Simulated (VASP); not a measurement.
Write the native input for VASP 6.6.1 that does the following.

- Task: single point
- Functional: r2SCAN
- Potentials or basis: VASP PAW PBE potentials, release 64 (Ta_pv)
- Cutoff: 520 eV
- k mesh: 16 × 16 × 16
- Occupations: gaussian, width 0.1 eV
- Spin: no spin polarisation
- Dipole correction: no
- Further INCAR settings: ALGO = Normal; EDIFF = 1e-06; NBANDS = 18

Crystal: Ta.

```
Ta
1.0
     3.23857    0.00000    0.00000
     0.00000    3.33152    0.00000
     0.00000    0.00000    3.33152
Ta
2
Cartesian
  0.0000 0.0000 0.0000
  1.6193 1.6658 1.6658
```

This cell differs from its parent crystal: uniaxial strain along a: -2.0 %, then relaxed in part.

The input as run:

POSCAR

```
Ta
1.0
    3.2385714318      0.0000000000      0.0000000000
    0.0000000000      3.3315230002      0.0000000000
    0.0000000000      0.0000000000      3.3315230002
Ta
2
Direct
    0.0000000000      0.0000000000      0.0000000000
    0.5000000000      0.5000000000      0.5000000000
```

INCAR.step1

```
SYSTEM = Ta
ALGO = Normal
EDIFF = 1E-4
ENCUT = 520
GGA = PE
ISMEAR = 0
LASPH = .TRUE.
LCHARG = .FALSE.
LREAL = .FALSE.
LWAVE = .TRUE.
NBANDS = 18
NELM = 80
PREC = Accurate
SIGMA = 0.1
```

INCAR.step2

```
SYSTEM = Ta
ALGO = Normal
EDIFF = 1E-6
ENCUT = 520
ISIF = 2
ISMEAR = 0
ISTART = 1
LASPH = .TRUE.
LCHARG = .TRUE.
LELF = .TRUE.
LMIXTAU = .TRUE.
LREAL = .FALSE.
LVHAR = .TRUE.
LWAVE = .FALSE.
METAGGA = R2SCAN
NBANDS = 18
NELM = 80
PREC = Accurate
SIGMA = 0.1
```

KPOINTS

```
k-points
0
G
  16 16 16
  0 0 0
```

Potentials or basis: VASP PAW PBE potentials, release 64 (Ta_pv).

Command:

```sh
$ cat potpaw_PBE.64/Ta_pv/POTCAR > POTCAR
$ cp INCAR.step1 INCAR
$ mpirun -np 1 vasp_std > vasp.out
$ cp INCAR.step2 INCAR
$ mpirun -np 1 vasp_std > vasp.out
```

It gave:

```
Pressure               : 1.7 GPa
Band gap on the k mesh : zero (bands 11 and 12 overlap by 2.79 eV)
```

Caveat: the cell differs from its parent crystal (uniaxial strain along a: -2.0 %, then relaxed in part); the PAW data sets were made with another functional, which shifts forces and pressure a little; spin-orbit coupling is left out, which moves the levels of the heavy elements.

Wall time 14 min on 1 thread of Oxide Virtual Turin-like Processor, on a shared host, peak memory 0.29 GiB.
